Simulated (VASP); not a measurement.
A run of VASP 6.6.1:

INCAR

```
SYSTEM = H
PREC = Accurate
ENCUT = 1230
EDIFF = 1E-7
ISMEAR = -1
SIGMA = 0.02
LREAL = .False.
LASPH = .True.
NELM = 120
ALGO = Normal
ISIF = 3
LWAVE = .False.
LCHARG = .False.
IBRION = 2
NSW = 100
EDIFFG = -0.005
GGA_COMPAT = .False.
NELMIN = 4
```

The input KPOINTS:

```
regular mesh
0
Gamma
  14 14 8
  0 0 0
```

POSCAR

```
H
1.0
    2.0150000000      0.0000000000      0.0000000000
   -1.0075000000      1.7450411886      0.0000000000
    0.0000000000      0.0000000000      3.2370000000
H
2
Direct
    0.3333333333      0.6666666667      0.2500000000
    0.6666666667      0.3333333333      0.7500000000
```

Potentials or basis: VASP PAW LDA potentials, release 64 (H_h).

Command:

```sh
$ cat potpaw_LDA.64/H_h/POTCAR > POTCAR
$ mpirun -np 1 vasp_std > vasp.out
```

Hardware: 1 thread of AMD EPYC 9R45 96-Core Processor (Zen 5) (shared host).

Task: Estimate the wall time of this run.

Result: Wall time 42 s on 1 thread of AMD EPYC 9R45 96-Core Processor (Zen 5) (shared host), peak memory 0.11 GiB. Counts: scf iterations 50, k points 120, ion steps 10.
